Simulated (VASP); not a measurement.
# Sb (P6/mmm) in VASP: a series of runs

Sb is run at these levels: PBE; tasks: single point.

All numbers are computed with VASP 6.6.1; they aren't measurements. Logs are shortened: lines on timing, memory, paths and dates and some standing lists are left out, and cuts for length are marked.

### Step 1. The cell of the first run

Symmetry: P6/mmm, No. 191, hexagonal system. Conventional cell: a = 4.285 Å, b = 4.285 Å, c = 2.537 Å, α = 90.00°, β = 90.00°, γ = 120.00°. Within 3.3 Å of Sb (site symmetry 6/mmm) lie 14 Sb at 2.54 to 2.78 Å. Sb (site symmetry -6m2) has 11 Sb at 2.47 to 2.78 Å within 3.3 Å.

### Step 2. Single point, PBE

INCAR reads:

```
SYSTEM = Sb
PREC = Accurate ; ENCUT = 520
EDIFF = 1E-7 ; ISMEAR = -1
SIGMA = 0.1 ; LREAL = .False.
LASPH = .True. ; NELM = 100
ALGO = Normal ; ISIF = 2
LWAVE = .False. ; LCHARG = .True.
GGA = PE ; LELF = .True.
LVHAR = .True. ; NBANDS = 14
```

KPOINTS reads:

```
regular mesh
0
Gamma
  9 9 12
  0 0 0
```

POSCAR reads:

```
Sb
1.0
    4.2854551815      0.0000000000      0.0000000000
   -2.1427275908      3.7113130540      0.0000000000
    0.0000000000      0.0000000000      2.5373975541
Sb
3
Direct
    0.0000000000      0.0000000000      0.0000000000
    0.3333333333      0.6666666667      0.5000000000
    0.6666666667      0.3333333333      0.5000000000
```

Potentials or basis: VASP PAW PBE potentials, release 64 (Sb).

Command:

```bash
$ cat potpaw_PBE.64/Sb/POTCAR > POTCAR
$ mpirun -np 1 vasp_std > vasp.out
```

OUTCAR:

```text
SYSTEM = Sb
   PREC = Accurate
   ENCUT = 520
   EDIFF = 1E-7
   ISMEAR = -1
   LREAL = .False.
   LASPH = .True.
   NELM = 100
   ISIF = 2
   GGA = PE

 ion  position               nearest neighbor table
   1  0.000  0.000  0.000-   2 2.78   3 2.78   2 2.78   3 2.78   3 2.78   3 2.78   2 2.78   2 2.78
                             3 2.78   3 2.78   2 2.78   2 2.78
   2  0.333  0.667  0.500-   3 2.47   3 2.47   3 2.47   1 2.78   1 2.78   1 2.78   1 2.78   1 2.78
                             1 2.78   3 3.54   3 3.54   3 3.54   3 3.54   3 3.54   3 3.54
   3  0.667  0.333  0.500-   2 2.47   2 2.47   2 2.47   1 2.78   1 2.78   1 2.78   1 2.78   1 2.78
                             1 2.78   2 3.54   2 3.54   2 3.54   2 3.54   2 3.54   2 3.54

  LATTYP: Found a hexagonal cell.
 ALAT       =     4.2854551815
 C/A-ratio  =     0.5920952260

  Lattice vectors:

 A1 = (   4.2854551815,   0.0000000000,   0.0000000000)
 A2 = (  -2.1427275908,   3.7113130540,   0.0000000000)
 A3 = (   0.0000000000,   0.0000000000,   2.5373975541)

Analysis of symmetry for initial positions (statically):
=====================================================================
 Subroutine PRICEL returns:
 Original cell was already a primitive cell.

 Routine SETGRP: Setting up the symmetry group for a
 hexagonal supercell.

 Subroutine GETGRP returns: Found 24 space group operations
 (whereof 24 operations were pure point group operations)
 out of a pool of 24 trial point group operations.

The static configuration has the point symmetry D_6h.

Analysis of symmetry for dynamics (positions and initial velocities):
=====================================================================
 Subroutine PRICEL returns:
 Original cell was already a primitive cell.

 Routine SETGRP: Setting up the symmetry group for a
 hexagonal supercell.

 Subroutine GETGRP returns: Found 24 space group operations
 (whereof 24 operations were pure point group operations)
 out of a pool of 24 trial point group operations.

The dynamic configuration has the point symmetry D_6h.

 Subroutine INISYM returns: Found 24 space group operations
 (whereof 24 operations are pure point group operations),
 and found     1 'primitive' translations

----------------------------------------------------------------------------------------

                                     Primitive cell

  volume of cell :      40.3565

  direct lattice vectors                    reciprocal lattice vectors
     4.285455181  0.000000000  0.000000000     0.233347441  0.134723208  0.000000000
    -2.142727591  3.711313054  0.000000000     0.000000000  0.269446416  0.000000000
     0.000000000  0.000000000  2.537397554     0.000000000  0.000000000  0.394104581

  length of vectors
     4.285455181  4.285455182  2.537397554     0.269446416  0.269446416  0.394104581

  position of ions in fractional coordinates (direct lattice)
     0.000000000  0.000000000  0.000000000
     0.333333333  0.666666667  0.500000000
     0.666666667  0.333333333  0.500000000

  ion indices of the primitive-cell ions
   primitive index   ion index
                 1           1
                 2           2
                 3           3

----------------------------------------------------------------------------------------

 KPOINTS: regular mesh

Automatic generation of k-mesh.
 Grid dimensions read from file:
 generate k-points for:    9    9   12

 Generating k-lattice:

  Cartesian coordinates                     Fractional coordinates (reciprocal lattice)
     0.025927493  0.014969245  0.000000000     0.111111111 -0.000000000  0.000000000
     0.000000000  0.029938491  0.000000000     0.000000000  0.111111111  0.000000000
     0.000000000  0.000000000  0.032842048     0.000000000  0.000000000  0.083333333

  Length of vectors
     0.029938491  0.029938491  0.032842048

  Shift w.r.t. Gamma in fractional coordinates (k-lattice)
     0.000000000  0.000000000  0.000000000

 Subroutine IBZKPT returns following result:
 ===========================================

 Found     84 irreducible k-points:

 Following reciprocal coordinates:
            Coordinates               Weight
  0.000000  0.000000  0.000000      1.000000
  0.111111  0.000000  0.000000      6.000000
  0.222222  0.000000  0.000000      6.000000
  0.333333  0.000000  0.000000      6.000000
  0.444444  0.000000  0.000000      6.000000
  0.111111  0.111111  0.000000      6.000000
[... 16 lines left out ...]
  0.333333  0.222222  0.083333     24.000000
  0.333333  0.333333  0.083333      4.000000
 [... further k-points ...]
   k-points           NKPTS =     84   k-points in BZ     NKDIM =     84   number of bands    NBANDS=     14
   number of dos      NEDOS =    301   number of ions     NIONS =      3
   total plane-waves  NPLWV =  20480
   dimension x,y,z NGX =    32 NGY =   32 NGZ =   20
   dimension x,y,z NGXF=    64 NGYF=   64 NGZF=   40
   ions per type =               3
   NGX,Y,Z   is equivalent  to a cutoff of  12.41, 12.41, 13.10 a.u.
   NGXF,Y,Z  is equivalent  to a cutoff of  24.83, 24.83, 26.21 a.u.
 SYSTEM =  Sb
   PREC   = accura    normal or accurate (medium, high low for compatibility)
   ISTART =      0    job   : 0-new  1-cont  2-samecut
   ICHARG =      2    charge: 1-file 2-atom 10-const
   ISPIN  =      1    spin polarized calculation?
   LNONCOLLINEAR =      F non collinear calculations
   LSORBIT =      F    spin-orbit coupling
   LASPH  =      T    aspherical Exc in radial PAW
   ENCUT  =  520.0 eV  38.22 Ry    6.18 a.u.   7.97  7.97  4.72*2*pi/ulx,y,z
   NELM   =    100;   NELMIN=  2; NELMDL= -5     # of ELM steps
   EDIFF  = 0.1E-06   stopping-criterion for ELM
   LREAL  =      F    real-space projection
   EDIFFG = 0.1E-05   stopping-criterion for IOM
   NSW    =      0    number of steps for IOM
   IBRION =     -1    ionic relax: 0-MD 1-quasi-New 2-CG
   NFREE  =      0    steps in history (QN), initial steepest desc. (CG)
   ISIF   =      2    stress and relaxation
   ISYM   =      2    0-nonsym 1-usesym 2-fastsym
   POTIM  = 0.5000    time-step for ionic-motion
   TEBEG  =    0.0;   TEEND  =   0.0 temperature during run
   PSTRESS=    0.0 pullay stress
   NELECT =      15.0000    total number of electrons
   NUPDOWN=      -1.0000    fix difference up-down
   EMIN   =  10.00;   EMAX   =-10.00  energy-range for DOS
   EFERMI =   0.00;   METHOD = LEGACY
   ISMEAR =    -1;   SIGMA  =   0.10  broadening in eV -4-tet -1-fermi 0-gaus
   EFERMI_NEDOS =   21; number of points for ismear=-14 and -15
   IALGO  =     38    algorithm
   IMIX   =      4    mixing-type and parameters
     AMIX     =   0.40;   BMIX     =  1.00
     AMIX_MAG =   1.60;   BMIX_MAG =  1.00
  volume/ion in A,a.u.               =      13.45        90.78
  Fermi-wavevector in a.u.,A,eV,Ry     =   1.177066  2.224333 18.850666  1.385485
  Thomas-Fermi vector in A             =   2.313419
   LORBIT       =      0    0 simple, 1 ext, 2 COOP (PROOUT), +10 PAW based schemes
   GGA     = PE    functional components
   LHFCALC =     F    Hartree Fock is set to
   AEXX    =    0.0000 exact exchange contribution
   IVDW    =     0    specifies the selected vdW correction
   LEPSILON=     F    determine dielectric tensor
   LRPA    =     F    only Hartree local field effects (RPA)
 non-spin polarized calculation
  energy-cutoff  :      520.00
  volume of cell :       40.36
 maximum number of plane-waves:      1119
 NGX is ok and might be reduce to    32
   NGX = 15   NGY = 15   NGZ =  9

 number of electron      15.0000000 magnetization

 Free energy of the ion-electron system (eV)
  ---------------------------------------------------
  ext. energy  EPLUGINS =         0.00000000
  ---------------------------------------------------
  free energy    TOTEN  =         3.36145506 eV

  energy without entropy =        3.39341085  energy(sigma->0) =        3.37743296

 E-fermi :  21.5427     XC(G=0): -13.5415

 val. band max:       21.5423136569   @ k =   0.4444   0.1111   0.1667
 cond. band min:      21.5462966391   @ k =   0.1111   0.0000   0.4167
 fundamental gap:      0.0039829822
 Fermi energy:        21.5426686589

 k-point     1 :       0.0000    0.0000    0.0000
  band No.  band energies     occupation
      1       0.2619      2.00000
      2      12.3147      2.00000
      3      12.3606      2.00000
      4      12.8534      2.00000
      5      12.8534      2.00000
      6      13.0551      2.00000
      7      13.0551      2.00000
      8      23.6053      0.00000
      9      28.6212      0.00000
     10      31.7002      0.00000
     11      32.5411      0.00000
     12      32.5411      0.00000
     13      33.6695      0.00000
     14      33.6695      0.00000

 k-point     2 :       0.1111    0.0000    0.0000
  band No.  band energies     occupation
      1       0.4128      2.00000
      2      10.1353      2.00000
      3      11.4335      2.00000
      4      11.5972      2.00000
      5      13.9395      2.00000
      6      14.5918      2.00000
      7      15.6199      2.00000
      8      23.7995      0.00000
      9      28.6490      0.00000
     10      30.5247      0.00000
     11      31.0558      0.00000
     12      32.3186      0.00000
     13      32.7688      0.00000
     14      33.1271      0.00000
[... 343 lines left out ...]
      1       3.3433      2.00000
      2       4.7381      2.00000
      3       6.1382      2.00000
      4      14.4852      2.00000
      5      17.1718      2.00000
      6      19.8057      2.00000
      7      24.2565      0.00000
      8      24.5632      0.00000
      9      24.9587      0.00000
     10      26.0004      0.00000
     11      26.4085      0.00000
     12      27.1701      0.00000
     13      30.3099      0.00000
     14      30.8413      0.00000

 k-point    24 :       0.3333    0.3333    0.0833
  band No.  band energies     occupation
      1       4.5314      2.00000
      2       4.5314      2.00000
      3       4.6857      2.00000
      4      16.9508      2.00000
      5      17.0834      2.00000
      6      17.0834      2.00000
      7      25.4625      0.00000
      8      25.4625      0.00000
      9      25.8129      0.00000
     10      26.2813      0.00000
     11      26.4218      0.00000
     12      26.4218      0.00000
     13      29.9537      0.00000
     14      29.9537      0.00000

 [... further k-points ...]

------------------------ aborting loop because EDIFF is reached ----------------------------------------

  FORCE on cell =-STRESS in cart. coord.  units (eV):
  Direction    XX          YY          ZZ          XY          YZ          ZX
  --------------------------------------------------------------------------------------
  -------------------------------------------------------------------------------------
  Total       56.8029852     56.8029852     56.7971520     -0.0000000      0.0000000      0.0000000
  in kB     2255.1149215   2255.1149216   2254.8833416     -0.0000000      0.0000000      0.0000000
  external PRESSURE =    2255.0377282 kB  Pullay stress =       0.0000000 kB

 VOLUME and BASIS-vectors are now :
 -----------------------------------------------------------------------------
  energy-cutoff  :      520.00
  volume of cell :       40.36
      direct lattice vectors                 reciprocal lattice vectors
     4.285455181  0.000000000  0.000000000     0.233347441  0.134723208  0.000000000
    -2.142727591  3.711313054  0.000000000     0.000000000  0.269446416  0.000000000
     0.000000000  0.000000000  2.537397554     0.000000000  0.000000000  0.394104581

 POSITION                                       TOTAL-FORCE (eV/Angst)
 -----------------------------------------------------------------------------------
      0.00000      0.00000      0.00000         0.000000      0.000000      0.000000
     -0.00000      2.47421      1.26870         0.000000     -0.000000      0.000000
      2.14273      1.23710      1.26870        -0.000000      0.000000     -0.000000
 -----------------------------------------------------------------------------------
    total drift:                               -0.000000      0.000000      0.000000

  FREE ENERGIE OF THE ION-ELECTRON SYSTEM (eV)
  ---------------------------------------------------
  free  energy   TOTEN  =         3.3614550634 eV

  energy  without entropy=        3.3934108548  energy(sigma->0) =        3.37743296
```

Run time: 70 s. Hardware: 1 thread of Intel Xeon 8259CL, shared host; peak memory 0.18 GiB.

Results:

| Item | Value |
| --- | --- |
| Free energy | 3.3615 eV |
| Pressure | 225.5 GPa |

Caveat: spin-orbit coupling is left out, which moves the levels of the heavy elements.

### Step 3. Single point, PBE

INCAR reads:

```
PREC     = Accurate       # precision mode
ENCUT    = 520            # plane-wave cutoff, eV
EDIFF    = 1E-7           # SCF threshold, eV
ISMEAR   = -1             # smearing method
SIGMA    = 0.1            # smearing width, eV
LREAL    = F              # projectors in reciprocal space
LASPH    = T              # aspherical terms in the spheres
NELM     = 100            # most SCF steps
ALGO     = Normal         # electronic algorithm
ISIF     = 2              # what is computed and relaxed
LWAVE    = F              # write WAVECAR
LCHARG   = F              # write CHGCAR
GGA      = PE             # functional
NBANDS   = 14             # bands
```

KPOINTS reads:

```
Automatic mesh
0
Gamma
  9 9 12
```

POSCAR reads:

```
Sb
1.0
    4.2851266830      0.0000000000      0.0000000000
   -2.1425633415      3.7110285659      0.0000000000
    0.0000000000      0.0000000000      2.5371363810
Sb
3
Direct
    0.0000000000      0.0000000000      0.0000000000
    0.3333333333      0.6666666667      0.5000000000
    0.6666666667      0.3333333333      0.5000000000
```

Potentials or basis: VASP PAW PBE potentials, release 64 (Sb).

Command:

```bash
$ cat potpaw_PBE.64/Sb/POTCAR > POTCAR
$ mpirun -np 1 vasp_std > vasp.out
```

Wall time 57 s (1 thread of Intel Xeon 8259CL, shared host); peak memory 0.18 GiB.

It converged, with:

| Property | Result |
| --- | --- |
| Free energy | 3.3760 eV |
| Pressure | 225.7 GPa |

Levels at points of the mesh, in eV from the Fermi level:
| k point | band 5 | band 6 | band 7 | band 8 | band 9 | band 10 | band 11 | band 12 |
| --- | --- | --- | --- | --- | --- | --- | --- | --- |
| (0.00, 0.00, 0.00) | -8.69 | -8.49 | -8.49 | 2.06 | 7.08 | 10.16 | 11.00 | 11.00 |
| (0.00, 0.00, 0.50) | -4.63 | -4.20 | -2.65 | -2.65 | -2.32 | -1.22 | -0.99 | -0.99 |

Caveat: spin-orbit coupling is left out, which moves the levels of the heavy elements.
